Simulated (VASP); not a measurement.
Write the native input for VASP 6.6.1 that does the following.

```yaml
Task: single point
Functional: PBEsol
Potentials_or_basis: VASP PAW PBE potentials, release 64 (Li_sv)
Cutoff: 520 eV
k_mesh: 10 × 10 × 5
Occupations: fermi-dirac, width 0.05 eV
Spin: no spin polarisation
Dipole_correction: no
Further_INCAR_settings: ALGO = Normal; EDIFF = 1e-07; NBANDS = 10
```

The structure of Li lies in POSCAR:

```
Li
1.0
    2.9410197883      0.0000000000      0.0000000000
   -1.4705098941      2.5469978497      0.0000000000
    0.0000000000      0.0000000000      4.7825424436
Li
2
Direct
    0.6666666667      0.3333333333      0.7500000000
    0.3333333333      0.6666666667      0.2500000000
```

This isn't the form of Li at room conditions, which is bcc.

One way to write it, as run:

INCAR

```
SYSTEM = Li
ALGO     = Normal         ! electronic algorithm
EDIFF    = 1E-7           ! SCF threshold, eV
ENCUT    = 520            ! plane-wave cutoff, eV
GGA      = PS             ! functional
ISIF     = 2              ! what is computed and relaxed
ISMEAR   = -1             ! smearing method
LASPH    = .TRUE.         ! aspherical terms in the spheres
LCHARG   = .FALSE.        ! write CHGCAR
LREAL    = .FALSE.        ! projectors in reciprocal space
LWAVE    = .FALSE.        ! write WAVECAR
NBANDS   = 10             ! bands
NELM     = 60             ! most SCF steps
PREC     = Accurate       ! precision mode
SIGMA    = 0.05           ! smearing width, eV
```

KPOINTS

```
k-points
0
G
  10 10 5
  0 0 0
```

Potentials or basis: VASP PAW PBE potentials, release 64 (Li_sv).

The run is started by

```sh
$ cat potpaw_PBE.64/Li_sv/POTCAR > POTCAR
$ mpirun -np 1 vasp_std > vasp.out
```

Results of the run:

| Item | Value |
| --- | --- |
| Band gap on the k mesh | zero (bands 3 and 4 overlap by 3.47 eV) |

Run time: 13 s on 1 thread of Intel Xeon 8259CL, on a shared host, peak memory 0.15 GiB.
